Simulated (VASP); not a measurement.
Wanted: the native input for a VASP 6.6.1 run.

```yaml
Task: relaxation of cell and atoms
Functional: PBE
Potentials_or_basis: VASP PAW PBE potentials, release 64 (Al, Cd)
Cutoff: 600 eV
k_mesh: 6 × 6 × 6
Occupations: gaussian, width 0.1 eV
Spin: no spin polarisation
Dipole_correction: no
Further_INCAR_settings: ALGO = Fast; EDIFF = 1e-07; IBRION = 2; EDIFFG = -0.04; NSW = 90; ISIF = 3
```

The structure of Al4Cd lies in POSCAR:

```
Al4Cd
1.0
    0.0000000000      3.0285678500      3.0285678500
    3.0285678500      0.0000000000      3.0285678500
    3.0285678500      3.0285678500      0.0000000000
Al Cd
4 1
Direct
    0.8662360800      0.8662360800      0.8662360800
    0.8662360800      0.8662360800      0.4012917500
    0.8662360800      0.4012917500      0.8662360800
    0.4012917500      0.8662360800      0.8662360800
    0.2500000000      0.2500000000      0.2500000000
```

The input as run:

INCAR

```
ALGO = Fast
EDIFF = 1E-7
EDIFFG = -0.04
ENCUT = 600
GGA = PE
IBRION = 2
ISIF = 3
ISMEAR = 0
LASPH = T
LCHARG = F
LREAL = F
LWAVE = F
NELM = 60
NSW = 90
PREC = Accurate
SIGMA = 0.1
```

KPOINTS

```
k-points
0
Gamma
  6 6 6
```

Potentials or basis: VASP PAW PBE potentials, release 64 (Al, Cd).

Launch:

```sh
$ cat potpaw_PBE.64/Al/POTCAR potpaw_PBE.64/Cd/POTCAR > POTCAR
$ mpirun -np 1 vasp_std > vasp.out
```

It gave:

```
Relaxed volume                         : 22.51 Å³/atom
Relaxed cell                           : a = 5.420 Å, b = 5.420 Å, c = 5.420 Å, α = 60.00°, β = 60.00°, γ = 60.00°
Space group after relaxing (to 0.05 Å) : F-43m (No. 216)
Energy gained by relaxing              : 3408.8 meV/atom
Ionic steps                            : 18
Pressure after relaxing                : 0.1 GPa
Largest force after relaxing           : 0.039 eV/Å
Band gap on the k mesh                 : zero (band 12 reaches 6.59 eV, above the bottom of band 13 at 2.84 eV)
```

Caveat: the volume moved by over 15 % at a fixed basis, so the end points are rough.

Wall time 6.3 min on 1 thread of AMD EPYC 9R45 (Zen 5), on a shared host, peak memory 0.18 GiB.
